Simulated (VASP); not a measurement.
A run of VASP 6.6.1:

File INCAR:

```
SYSTEM = C
ALGO = Normal ; EDIFF = 1E-6
ENCUT = 520 ; GGA = PE
ISIF = 2 ; ISMEAR = -1
LASPH = .TRUE. ; LCHARG = .FALSE.
LREAL = .FALSE. ; LWAVE = .FALSE.
NBANDS = 8 ; NELM = 100
PREC = Accurate ; SIGMA = 0.08
```

Contents of KPOINTS:

```
k-points
0
G
  23 23 21
  0 0 0
```

The input POSCAR:

```
C
1.0
    1.9299834585      0.0000000000      0.0000000000
   -0.9649917292      1.6714147039      0.0000000000
    0.0000000000      0.0000000000      1.5454026275
C
1
Direct
    0.0000000000      0.0000000000      0.0000000000
```

Potentials or basis: VASP PAW PBE potentials, release 64 (C).

Launch:

```console
$ cat potpaw_PBE.64/C/POTCAR > POTCAR
$ mpirun -np 1 vasp_std > vasp.out
```

Hardware: 1 thread of Intel Xeon 8259CL, with other jobs on the host.

Task: Estimate the wall time of this run.

Result: Run time: 24 s on 1 thread of Intel Xeon 8259CL (shared host), peak memory 0.12 GiB. Counts: scf iterations 10, k points 616.
